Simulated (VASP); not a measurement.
# InSe: single point with PBE+D3(BJ)

InSe:

```
In Se
1.0
    -4.03177    0.00000    0.00000
    -2.01589   -3.49162    0.00000
    -2.01589    0.00000   16.76237
In Se
4 4
Direct
  0.25000 0.33333 0.16666
  0.33334 0.66667 0.66666
  0.16666 0.33333 0.33334
  0.25000 0.66667 0.83334
  0.03840 0.33333 0.58987
  0.62173 0.66667 0.08987
  0.87827 0.33333 0.91013
  0.46160 0.66667 0.41013
```

This cell differs from its parent crystal: the part above a cut slid along it.

| Property | Result |
| --- | --- |
| Program | VASP 6.6.1 |
| Task | single point |
| Functional | PBE |
| Dispersion | D3(BJ) |
| Potentials or basis | VASP PAW PBE potentials, release 64 (In_d, Se) |
| Cutoff | 520 eV |
| k mesh | 9 × 9 × 2 |
| Occupations | gaussian, width 0.03 eV |
| Spin | no spin polarisation |
| Dipole correction | no |
| Further INCAR settings | ALGO = Normal; EDIFF = 1e-07; NBANDS = 48; ISYM = 0 |

- Pressure: 0.3 GPa
- Largest force: 0.275 eV/Å
- Band gap on the k mesh: 0.19 eV
- Dispersion energy per atom: -0.297 eV

Forces on the atoms (eV/Å):
```
In   0.000  0.027  0.091
In   0.000  0.014  0.007
In   0.000 -0.014 -0.007
In   0.000 -0.027 -0.091
Se   0.000  0.006 -0.012
Se   0.000 -0.210  0.179
Se   0.000  0.210 -0.179
Se   0.000 -0.006  0.012
```

Stress tensor (GPa, compression positive):
```
 0.02  0.00  0.00
 0.00  0.18 -0.48
 0.00 -0.48  0.76
```

Levels at points of the mesh, in eV from the valence-band top:
| k point | band 36 | band 37 | band 38 | band 39 | band 40 | band 41 |
| --- | --- | --- | --- | --- | --- | --- |
| (0.00, 0.00, 0.00) | -1.28 | -1.27 | 0.00 | 0.19 | 1.54 | 1.83 |
| (0.00, 0.00, 0.50) | -1.26 | -1.11 | -0.93 | 1.01 | 1.11 | 1.91 |

Wall time 35 min on 1 thread of Oxide Virtual Turin-like Processor, with other jobs on the host, peak memory 0.78 GiB.

Caveat: the cell differs from its parent crystal (the part above a cut slid along it); spin-orbit coupling is left out, which moves the levels of the heavy elements.
